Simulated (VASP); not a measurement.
# Ti (P6/mmm) in VASP: a series of runs

The runs below take Ti through single point, with PBEsol.

Everything below comes from runs of VASP 6.6.1. Logs are shortened: lines on timing, memory, paths and dates and some standing lists are left out, and cuts for length are marked.

**1. The cell of the first run**

Symmetry: P6/mmm, No. 191, hexagonal system. The conventional cell has a = 4.407 Å, b = 4.407 Å, c = 2.882 Å, α = 90.00°, β = 90.00°, γ = 120.00°. Within 3.8 Å of Ti (site symmetry 6/mmm) lie 14 Ti at 2.88 to 2.92 Å. Within 3.4 Å of Ti (site symmetry -6m2) lie 11 Ti at 2.54 to 2.92 Å.

**2. Single point, PBEsol**

Input file INCAR:

```
ALGO     = Fast           # electronic algorithm
EDIFF    = 1E-6           # SCF threshold, eV
ENCUT    = 520            # plane-wave cutoff, eV
GGA      = PS             # functional
ISIF     = 2              # what is computed and relaxed
ISMEAR   = 0              # smearing method
LASPH    = True           # aspherical terms in the spheres
LCHARG   = False          # write CHGCAR
LREAL    = False          # projectors in reciprocal space
LWAVE    = False          # write WAVECAR
NBANDS   = 25             # bands
NELM     = 60             # most SCF steps
PREC     = Accurate       # precision mode
SIGMA    = 0.15           # smearing width, eV
```

Input file KPOINTS:

```
k-points
0
Gamma
  12 12 14
```

Input file POSCAR:

```
Ti
1.0
    4.4066000000      0.0000000000      0.0000000000
   -2.2033000000      3.8162275443      0.0000000000
    0.0000000000      0.0000000000      2.8823000000
Ti
3
Direct
    0.0000000000      0.0000000000      0.0000000000
    0.3333333333      0.6666666667      0.5000000000
    0.6666666667      0.3333333333      0.5000000000
```

Potentials or basis: VASP PAW PBE potentials, release 64 (Ti_sv).

The run is started by

```bash
$ cat potpaw_PBE.64/Ti_sv/POTCAR > POTCAR
$ mpirun -np 1 vasp_std > vasp.out
```

OUTCAR:

```text
EDIFF = 1E-6
   ENCUT = 520
   GGA = PS
   ISIF = 2
   ISMEAR = 0
   LASPH = True
   LREAL = False
   NELM = 60
   PREC = Accurate

 ion  position               nearest neighbor table
   1  0.000  0.000  0.000-
   2  0.333  0.667  0.500-   3 2.54   3 2.54   3 2.54
   3  0.667  0.333  0.500-   2 2.54   2 2.54   2 2.54

  LATTYP: Found a hexagonal cell.
 ALAT       =     4.4066000000
 C/A-ratio  =     0.6540870512

  Lattice vectors:

 A1 = (   4.4066000000,   0.0000000000,   0.0000000000)
 A2 = (  -2.2033000000,   3.8162275443,   0.0000000000)
 A3 = (   0.0000000000,   0.0000000000,   2.8823000000)

Analysis of symmetry for initial positions (statically):
=====================================================================
 Subroutine PRICEL returns:
 Original cell was already a primitive cell.

 Routine SETGRP: Setting up the symmetry group for a
 hexagonal supercell.

 Subroutine GETGRP returns: Found 24 space group operations
 (whereof 24 operations were pure point group operations)
 out of a pool of 24 trial point group operations.

The static configuration has the point symmetry D_6h.

Analysis of symmetry for dynamics (positions and initial velocities):
=====================================================================
 Subroutine PRICEL returns:
 Original cell was already a primitive cell.

 Routine SETGRP: Setting up the symmetry group for a
 hexagonal supercell.

 Subroutine GETGRP returns: Found 24 space group operations
 (whereof 24 operations were pure point group operations)
 out of a pool of 24 trial point group operations.

The dynamic configuration has the point symmetry D_6h.

 Subroutine INISYM returns: Found 24 space group operations
 (whereof 24 operations are pure point group operations),
 and found     1 'primitive' translations

----------------------------------------------------------------------------------------

                                     Primitive cell

  volume of cell :      48.4705

  direct lattice vectors                    reciprocal lattice vectors
     4.406600000  0.000000000  0.000000000     0.226932329  0.131019441  0.000000000
    -2.203300000  3.816227544  0.000000000     0.000000000  0.262038882  0.000000000
     0.000000000  0.000000000  2.882300000     0.000000000  0.000000000  0.346945148

  length of vectors
     4.406600000  4.406600000  2.882300000     0.262038882  0.262038882  0.346945148

  position of ions in fractional coordinates (direct lattice)
     0.000000000  0.000000000  0.000000000
     0.333333333  0.666666667  0.500000000
     0.666666667  0.333333333  0.500000000

  ion indices of the primitive-cell ions
   primitive index   ion index
                 1           1
                 2           2
                 3           3

----------------------------------------------------------------------------------------

 KPOINTS: k-points

Automatic generation of k-mesh.
 Grid dimensions read from file:
 generate k-points for:   12   12   14

 Generating k-lattice:

  Cartesian coordinates                     Fractional coordinates (reciprocal lattice)
     0.018911027  0.010918287  0.000000000     0.083333333  0.000000000  0.000000000
     0.000000000  0.021836574  0.000000000     0.000000000  0.083333333  0.000000000
     0.000000000  0.000000000  0.024781796     0.000000000  0.000000000  0.071428571

  Length of vectors
     0.021836574  0.021836574  0.024781796

  Shift w.r.t. Gamma in fractional coordinates (k-lattice)
     0.000000000  0.000000000  0.000000000

 Subroutine IBZKPT returns following result:
 ===========================================

 Found    152 irreducible k-points:

 Following reciprocal coordinates:
            Coordinates               Weight
  0.000000  0.000000  0.000000      1.000000
  0.083333  0.000000  0.000000      6.000000
  0.166667  0.000000  0.000000      6.000000
  0.250000  0.000000  0.000000      6.000000
  0.333333  0.000000  0.000000      6.000000
  0.416667  0.000000  0.000000      6.000000
[... 16 lines left out ...]
  0.250000  0.000000  0.071429     12.000000
  0.333333  0.000000  0.071429     12.000000
 [... further k-points ...]
   k-points           NKPTS =    152   k-points in BZ     NKDIM =    152   number of bands    NBANDS=     25
   number of dos      NEDOS =    301   number of ions     NIONS =      3
   total plane-waves  NPLWV =  31104
   dimension x,y,z NGX =    36 NGY =   36 NGZ =   24
   dimension x,y,z NGXF=    72 NGYF=   72 NGZF=   48
   ions per type =               3
   NGX,Y,Z   is equivalent  to a cutoff of  13.58, 13.58, 13.84 a.u.
   NGXF,Y,Z  is equivalent  to a cutoff of  27.16, 27.16, 27.69 a.u.
 SYSTEM =  unknown system
   PREC   = accura    normal or accurate (medium, high low for compatibility)
   ISTART =      0    job   : 0-new  1-cont  2-samecut
   ICHARG =      2    charge: 1-file 2-atom 10-const
   ISPIN  =      1    spin polarized calculation?
   LNONCOLLINEAR =      F non collinear calculations
   LSORBIT =      F    spin-orbit coupling
   LASPH  =      T    aspherical Exc in radial PAW
   ENCUT  =  520.0 eV  38.22 Ry    6.18 a.u.   8.19  8.19  5.36*2*pi/ulx,y,z
   NELM   =     60;   NELMIN=  2; NELMDL= -5     # of ELM steps
   EDIFF  = 0.1E-05   stopping-criterion for ELM
   LREAL  =      F    real-space projection
   EDIFFG = 0.1E-04   stopping-criterion for IOM
   NSW    =      0    number of steps for IOM
   IBRION =     -1    ionic relax: 0-MD 1-quasi-New 2-CG
   NFREE  =      0    steps in history (QN), initial steepest desc. (CG)
   ISIF   =      2    stress and relaxation
   ISYM   =      2    0-nonsym 1-usesym 2-fastsym
   POTIM  = 0.5000    time-step for ionic-motion
   TEBEG  =    0.0;   TEEND  =   0.0 temperature during run
   PSTRESS=    0.0 pullay stress
   NELECT =      36.0000    total number of electrons
   NUPDOWN=      -1.0000    fix difference up-down
   EMIN   =  10.00;   EMAX   =-10.00  energy-range for DOS
   EFERMI =   0.00;   METHOD = LEGACY
   ISMEAR =     0;   SIGMA  =   0.15  broadening in eV -4-tet -1-fermi 0-gaus
   EFERMI_NEDOS =   21; number of points for ismear=-14 and -15
   IALGO  =     68    algorithm
   IMIX   =      4    mixing-type and parameters
     AMIX     =   0.40;   BMIX     =  1.00
     AMIX_MAG =   1.60;   BMIX_MAG =  1.00
  volume/ion in A,a.u.               =      16.16       109.03
  Fermi-wavevector in a.u.,A,eV,Ry     =   1.482575  2.801660 29.905991  2.198028
  Thomas-Fermi vector in A             =   2.596344
   LORBIT       =      0    0 simple, 1 ext, 2 COOP (PROOUT), +10 PAW based schemes
   GGA     = PS    functional components
   LHFCALC =     F    Hartree Fock is set to
   AEXX    =    0.0000 exact exchange contribution
   IVDW    =     0    specifies the selected vdW correction
   LEPSILON=     F    determine dielectric tensor
   LRPA    =     F    only Hartree local field effects (RPA)
 non-spin polarized calculation
 RMM-DIIS sequential band-by-band and
 Gauss-broadening in eV      SIGMA  =   0.15
  energy-cutoff  :      520.00
  volume of cell :       48.47
 maximum number of plane-waves:      1334
 NGX is ok and might be reduce to    36
   NGX = 17   NGY = 17   NGZ = 11

 number of electron      36.0000003 magnetization

 Free energy of the ion-electron system (eV)
  ---------------------------------------------------
  ext. energy  EPLUGINS =         0.00000000
  ---------------------------------------------------
  free energy    TOTEN  =       -25.01420853 eV

  energy without entropy =      -24.98321143  energy(sigma->0) =      -24.99870998

 E-fermi :   8.9126     XC(G=0): -11.9799

 val. band max:        8.9060504012   @ k =   0.1667   0.0833   0.0000
 cond. band min:       8.9145945289   @ k =   0.1667   0.0000   0.0000
 fundamental gap:      0.0085441278
 Fermi energy:         8.9126354273

 k-point     1 :       0.0000    0.0000    0.0000
  band No.  band energies     occupation
      1     -47.6928      2.00000
      2     -47.4043      2.00000
      3     -47.1595      2.00000
      4     -24.1311      2.00000
      5     -24.1311      2.00000
      6     -24.0741      2.00000
[... 17 lines left out ...]
     24      10.5754      0.00000
     25      10.5782      0.00000

 k-point     2 :       0.0833    0.0000    0.0000
  band No.  band energies     occupation
      1     -47.6911      2.00000
      2     -47.4021      2.00000
      3     -47.1637      2.00000
      4     -24.1794      2.00000
      5     -24.1714      2.00000
      6     -24.0257      2.00000
[... 17 lines left out ...]
     24      10.3838      0.00000
     25      10.8494      0.00000

 k-point     3 :       0.1667    0.0000    0.0000
  band No.  band energies     occupation
      1     -47.6865      2.00000
      2     -47.3952      2.00000
      3     -47.1758      2.00000
      4     -24.2432      2.00000
      5     -24.2049      2.00000
      6     -23.9619      2.00000
[... 17 lines left out ...]
     24      10.5968      0.00000
     25      11.2370      0.00000

 k-point     4 :       0.2500    0.0000    0.0000
  band No.  band energies     occupation
      1     -47.6804      2.00000
      2     -47.3833      2.00000
      3     -47.1946      2.00000
      4     -24.2993      2.00000
      5     -24.2074      2.00000
      6     -23.9059      2.00000
[... 17 lines left out ...]
     24      10.8908      0.00000
     25      11.4767      0.00000
[... 477 lines left out ...]
 k-point    22 :       0.1667    0.0000    0.0714
  band No.  band energies     occupation
      1     -47.6834      2.00000
      2     -47.3937      2.00000
      3     -47.1737      2.00000
      4     -24.2364      2.00000
      5     -24.1995      2.00000
      6     -23.9617      2.00000
[... 17 lines left out ...]
     24      10.5770      0.00000
     25      11.2805      0.00000

 k-point    23 :       0.2500    0.0000    0.0714
  band No.  band energies     occupation
      1     -47.6775      2.00000
      2     -47.3816      2.00000
      3     -47.1924      2.00000
      4     -24.2915      2.00000
      5     -24.2028      2.00000
      6     -23.9074      2.00000
[... 17 lines left out ...]
     24      10.8564      0.00000
     25      11.6673      0.00000

 k-point    24 :       0.3333    0.0000    0.0714
  band No.  band energies     occupation
      1     -47.6719      2.00000
      2     -47.3652      2.00000
      3     -47.2152      2.00000
      4     -24.3340      2.00000
      5     -24.1760      2.00000
      6     -23.8659      2.00000
[... 17 lines left out ...]
     24      11.1945      0.00000
     25      11.5080      0.00000

 [... further k-points ...]
[... 5 lines left out ...]
  --------------------------------------------------------------------------------------
  -------------------------------------------------------------------------------------
  Total        1.5301339      1.5301339     -1.4700786      0.0000000      0.0000000     -0.0000000
  in kB       50.5781519     50.5781519    -48.5930403      0.0000000      0.0000000     -0.0000000
  external PRESSURE =      17.5210879 kB  Pullay stress =       0.0000000 kB

 VOLUME and BASIS-vectors are now :
 -----------------------------------------------------------------------------
  energy-cutoff  :      520.00
  volume of cell :       48.47
      direct lattice vectors                 reciprocal lattice vectors
     4.406600000  0.000000000  0.000000000     0.226932329  0.131019441  0.000000000
    -2.203300000  3.816227544  0.000000000     0.000000000  0.262038882  0.000000000
     0.000000000  0.000000000  2.882300000     0.000000000  0.000000000  0.346945148

 POSITION                                       TOTAL-FORCE (eV/Angst)
 -----------------------------------------------------------------------------------
      0.00000      0.00000      0.00000         0.000000      0.000000      0.000000
     -0.00000      2.54415      1.44115        -0.000000      0.000000      0.000000
      2.20330      1.27208      1.44115         0.000000     -0.000000      0.000000
 -----------------------------------------------------------------------------------
    total drift:                                0.000000      0.000000     -0.000000

  FREE ENERGIE OF THE ION-ELECTRON SYSTEM (eV)
  ---------------------------------------------------
  free  energy   TOTEN  =       -25.0142085321 eV

  energy  without entropy=      -24.9832114266  energy(sigma->0) =      -24.99870998
```

Run time: 4.7 min. Hardware: 1 thread of Intel Xeon 6975P-C (Granite Rapids), shared host; peak memory 0.27 GiB.

What came out:

* Free energy: -25.0142 eV
* Pressure: 1.8 GPa
* Band gap on the k mesh: zero (band 18 reaches 9.29 eV, above the bottom of band 19 at 8.75 eV)

Stress tensor (GPa, compression positive):
```
 5.06  0.00  0.00
 0.00  5.06  0.00
 0.00  0.00 -4.86
```

Levels at points of the mesh, in eV from the Fermi level:
```tsv
k point	band 15	band 16	band 17	band 18	band 19	band 20	band 21	band 22
(0.00, 0.00, 0.00)	-0.66	-0.66	-0.56	-0.56	0.27	1.01	1.39	1.39
(0.50, 0.00, 0.00)	-2.79	-0.50	-0.34	-0.31	0.14	0.59	0.81	1.57
(0.00, 0.00, 0.50)	-2.30	-2.02	-1.79	-1.79	1.25	1.25	1.29	1.29
(0.50, 0.00, 0.50)	-1.79	-1.31	-0.96	-0.76	0.36	0.74	0.95	1.07
```

Caveat: the PAW data sets were made with another functional, which shifts forces and pressure a little.

(Continued in part 2 of 3.)
